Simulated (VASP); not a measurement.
# RbCl (rocksalt type) (Fm-3m) in VASP: a series of runs, part 2 of 2

VASP 6.6.1. Earlier steps stand in the parts before.

**4. Single point, PBE (18.78 Å³/atom)**

This run uses another cell than the first one, of 18.78 Å³/atom.

INCAR

```
PREC     = Accurate       # precision mode
ENCUT    = 500            # plane-wave cutoff, eV
EDIFF    = 1E-6           # SCF threshold, eV
ISMEAR   = -1             # smearing method
SIGMA    = 0.1            # smearing width, eV
LREAL    = False          # projectors in reciprocal space
LASPH    = True           # aspherical terms in the spheres
NELM     = 120            # most SCF steps
ALGO     = Normal         # electronic algorithm
ISIF     = 2              # what is computed and relaxed
LWAVE    = False          # write WAVECAR
LCHARG   = False          # write CHGCAR
GGA      = PE             # functional
NBANDS   = 15             # bands
GGA_COMPAT= False
```

KPOINTS

```
regular mesh
0
Gamma
  13 13 13
```

POSCAR

```
RbCl
1.0
    0.0000000000      2.6580738663      2.6580738663
    2.6580738663      0.0000000000      2.6580738663
    2.6580738663      2.6580738663      0.0000000000
Rb Cl
1 1
Direct
    0.0000000000      0.0000000000      0.0000000000
    0.5000000000      0.5000000000      0.5000000000
```

Potentials or basis: VASP PAW PBE potentials, release 64 (Rb_sv, Cl).

On the command line:

```sh
$ cat potpaw_PBE.64/Rb_sv/POTCAR potpaw_PBE.64/Cl/POTCAR > POTCAR
$ mpirun -np 1 vasp_std > vasp.out
```

OUTCAR:

```text
PREC = Accurate
   ENCUT = 500
   EDIFF = 1E-6
   ISMEAR = -1
   LREAL = False
   LASPH = True
   NELM = 120
   ISIF = 2
   GGA = PE

 ion  position               nearest neighbor table
   1  0.000  0.000  0.000-   2 2.66   2 2.66   2 2.66   2 2.66   2 2.66   2 2.66
   2  0.500  0.500  0.500-   1 2.66   1 2.66   1 2.66   1 2.66   1 2.66   1 2.66

  LATTYP: Found a face centered cubic cell.
 ALAT       =     5.3161477326

  Lattice vectors:

 A1 = (   0.0000000000,   2.6580738663,   2.6580738663)
 A2 = (   2.6580738663,   0.0000000000,   2.6580738663)
 A3 = (   2.6580738663,   2.6580738663,   0.0000000000)

Analysis of symmetry for initial positions (statically):
=====================================================================
 Subroutine PRICEL returns:
 Original cell was already a primitive cell.

 Routine SETGRP: Setting up the symmetry group for a
 face centered cubic supercell.

 Subroutine GETGRP returns: Found 48 space group operations
 (whereof 48 operations were pure point group operations)
 out of a pool of 48 trial point group operations.

The static configuration has the point symmetry O_h .

Analysis of symmetry for dynamics (positions and initial velocities):
[... 169 lines left out ...]
      3      -5.1351      2.00000
      4      -5.1351      2.00000
      5      -5.1351      2.00000
      6       2.2113      2.00000
      7       2.2113      2.00000
      8       2.2113      2.00000
      9       9.5024      0.00000
     10       9.5024      0.00000
     11       9.5024      0.00000
     12      10.0927      0.00000
     13      11.0719      0.00000
     14      11.0719      0.00000
[... 401 lines left out ...]
      2     -11.6334      2.00000
      3      -5.5266      2.00000
      4      -5.3624      2.00000
      5      -4.8148      2.00000
      6       0.5692      2.00000
      7       1.1586      2.00000
      8       1.1731      2.00000
      9       9.6679      0.00000
     10      12.6741      0.00000
     11      13.9391      0.00000
     12      14.5873      0.00000
     13      14.9774      0.00000
     14      16.2613      0.00000
     15      16.6512      0.00000

 [... further k-points ...]
[... 5 lines left out ...]
  --------------------------------------------------------------------------------------
  -------------------------------------------------------------------------------------
  Total       13.0686744     13.0686744     13.0686744     -0.0000000      0.0000000      0.0000000
  in kB      557.4565042    557.4565042    557.4565042     -0.0000000      0.0000000      0.0000000
  external PRESSURE =     557.4565042 kB  Pullay stress =       0.0000000 kB

 VOLUME and BASIS-vectors are now :
 -----------------------------------------------------------------------------
  energy-cutoff  :      500.00
  volume of cell :       37.56
      direct lattice vectors                 reciprocal lattice vectors
     0.000000000  2.658073866  2.658073866    -0.188106134  0.188106134  0.188106134
     2.658073866  0.000000000  2.658073866     0.188106134 -0.188106134  0.188106134
     2.658073866  2.658073866  0.000000000     0.188106134  0.188106134 -0.188106134

 POSITION                                       TOTAL-FORCE (eV/Angst)
 -----------------------------------------------------------------------------------
      0.00000      0.00000      0.00000        -0.000000     -0.000000     -0.000000
      2.65807      2.65807      2.65807         0.000000      0.000000      0.000000
 -----------------------------------------------------------------------------------
    total drift:                                0.000000      0.000000      0.000000

  FREE ENERGIE OF THE ION-ELECTRON SYSTEM (eV)
  ---------------------------------------------------
  free  energy   TOTEN  =        -3.3510075662 eV

  energy  without entropy=       -3.3510075652  energy(sigma->0) =       -3.35100757
```

OSZICAR:

```text
N       E                     dE             d eps       ncg     rms          rms(c)
DAV:   1     0.769216266138E+02    0.76922E+02   -0.76831E+03  2520   0.980E+02
DAV:   2    -0.210497608563E+00   -0.77132E+02   -0.69438E+02  3448   0.187E+02
DAV:   3    -0.366252844620E+01   -0.34520E+01   -0.34326E+01  3306   0.381E+01
DAV:   4    -0.374440896101E+01   -0.81881E-01   -0.81872E-01  3423   0.599E+00
DAV:   5    -0.374656381007E+01   -0.21548E-02   -0.21548E-02  3533   0.717E-01    0.162E+01
DAV:   6    -0.336751327892E+01    0.37905E+00   -0.52190E-01  3178   0.511E+00    0.113E+01
DAV:   7    -0.335291779581E+01    0.14595E-01   -0.27213E-01  3299   0.347E+00    0.324E+00
DAV:   8    -0.335032548856E+01    0.25923E-02   -0.36253E-02  3115   0.142E+00    0.171E-01
DAV:   9    -0.335071712862E+01   -0.39164E-03   -0.18874E-03  3010   0.342E-01    0.907E-02
DAV:  10    -0.335096936487E+01   -0.25224E-03   -0.35047E-04  2835   0.130E-01    0.564E-02
DAV:  11    -0.335100677725E+01   -0.37412E-04   -0.60432E-05  2940   0.621E-02    0.988E-03
DAV:  12    -0.335100756619E+01   -0.78894E-06   -0.24421E-06  3381   0.130E-02
   1 F= -.33510076E+01 E0= -.33510076E+01  d E =-.974393E-09
```

Run time: 31 s. Hardware: 1 thread of Intel Xeon Platinum 8488C (Sapphire Rapids), shared host; peak memory 0.18 GiB.

What came out:

| Item | Value |
| --- | --- |
| Free energy | -3.3510 eV |
| Pressure | 55.7 GPa |
| Band gap on the k mesh | 3.70 eV (least direct gap 3.78 eV) |

Caveat: the cell stands under pressure; an odd mesh through Γ misses points on the zone boundary, where band edges can lie.

**5. Single point, PBE (18.78 Å³/atom)**

This run uses another cell than the first one, of 18.78 Å³/atom.

INCAR

```
SYSTEM = RbCl
  PREC = Accurate
  ENCUT = 500
  EDIFF = 1E-6
  ISMEAR = -1
  SIGMA = 0.1
  LREAL = .FALSE.
  LASPH = .TRUE.
  NELM = 120
  ALGO = Normal
  ISIF = 2
  LWAVE = .FALSE.
  LCHARG = .FALSE.
  GGA = PE
  NBANDS = 15
  GGA_COMPAT = .FALSE.
```

KPOINTS

```
regular mesh
0
G
  13 13 13
  0 0 0
```

POSCAR is that of step 4.

Potentials or basis: VASP PAW PBE potentials, release 64 (Rb_sv, Cl).

On the command line:

```sh
$ cat potpaw_PBE.64/Rb_sv/POTCAR potpaw_PBE.64/Cl/POTCAR > POTCAR
$ mpirun -np 1 vasp_std > vasp.out
```

OUTCAR:

```text
SYSTEM = RbCl
   PREC = Accurate
   ENCUT = 500
   EDIFF = 1E-6
   ISMEAR = -1
   LREAL = .FALSE.
   LASPH = .TRUE.
   NELM = 120
   ISIF = 2
   GGA = PE

 ion  position               nearest neighbor table
   1  0.000  0.000  0.000-   2 2.66   2 2.66   2 2.66   2 2.66   2 2.66   2 2.66
   2  0.500  0.500  0.500-   1 2.66   1 2.66   1 2.66   1 2.66   1 2.66   1 2.66

  LATTYP: Found a face centered cubic cell.
 ALAT       =     5.3161477326

  Lattice vectors:

 A1 = (   0.0000000000,   2.6580738663,   2.6580738663)
 A2 = (   2.6580738663,   0.0000000000,   2.6580738663)
 A3 = (   2.6580738663,   2.6580738663,   0.0000000000)

Analysis of symmetry for initial positions (statically):
=====================================================================
 Subroutine PRICEL returns:
 Original cell was already a primitive cell.

 Routine SETGRP: Setting up the symmetry group for a
 face centered cubic supercell.

 Subroutine GETGRP returns: Found 48 space group operations
 (whereof 48 operations were pure point group operations)
 out of a pool of 48 trial point group operations.

The static configuration has the point symmetry O_h .

Analysis of symmetry for dynamics (positions and initial velocities):
[... 164 lines left out ...]

 k-point     1 :       0.0000    0.0000    0.0000
  band No.  band energies     occupation
      1     -21.3463      2.00000
      2     -10.6838      2.00000
      3      -5.1351      2.00000
      4      -5.1351      2.00000
      5      -5.1351      2.00000
      6       2.2113      2.00000
      7       2.2113      2.00000
      8       2.2113      2.00000
      9       9.5024      0.00000
     10       9.5024      0.00000
     11       9.5024      0.00000
     12      10.0927      0.00000
     13      11.0719      0.00000
     14      11.0719      0.00000
[... 401 lines left out ...]
      2     -11.6334      2.00000
      3      -5.5266      2.00000
      4      -5.3624      2.00000
      5      -4.8148      2.00000
      6       0.5692      2.00000
      7       1.1586      2.00000
      8       1.1731      2.00000
      9       9.6679      0.00000
     10      12.6741      0.00000
     11      13.9391      0.00000
     12      14.5873      0.00000
     13      14.9774      0.00000
     14      16.2613      0.00000
     15      16.6512      0.00000

 [... further k-points ...]
[... 5 lines left out ...]
  --------------------------------------------------------------------------------------
  -------------------------------------------------------------------------------------
  Total       13.0686744     13.0686744     13.0686744     -0.0000000      0.0000000      0.0000000
  in kB      557.4565042    557.4565042    557.4565042     -0.0000000      0.0000000      0.0000000
  external PRESSURE =     557.4565042 kB  Pullay stress =       0.0000000 kB

 VOLUME and BASIS-vectors are now :
 -----------------------------------------------------------------------------
  energy-cutoff  :      500.00
  volume of cell :       37.56
      direct lattice vectors                 reciprocal lattice vectors
     0.000000000  2.658073866  2.658073866    -0.188106134  0.188106134  0.188106134
     2.658073866  0.000000000  2.658073866     0.188106134 -0.188106134  0.188106134
     2.658073866  2.658073866  0.000000000     0.188106134  0.188106134 -0.188106134

 POSITION                                       TOTAL-FORCE (eV/Angst)
 -----------------------------------------------------------------------------------
      0.00000      0.00000      0.00000        -0.000000     -0.000000     -0.000000
      2.65807      2.65807      2.65807         0.000000      0.000000      0.000000
 -----------------------------------------------------------------------------------
    total drift:                                0.000000      0.000000      0.000000

  FREE ENERGIE OF THE ION-ELECTRON SYSTEM (eV)
  ---------------------------------------------------
  free  energy   TOTEN  =        -3.3510075662 eV

  energy  without entropy=       -3.3510075652  energy(sigma->0) =       -3.35100757
```

Run time: 25 s. Hardware: 1 thread of Intel Xeon Platinum 8488C (Sapphire Rapids), shared host; peak memory 0.18 GiB.

Results:

```
Free energy            : -3.3510 eV
Pressure               : 55.7 GPa
Band gap on the k mesh : 3.70 eV (least direct gap 3.78 eV)
```

Caveat: the cell stands under pressure; an odd mesh through Γ misses points on the zone boundary, where band edges can lie.
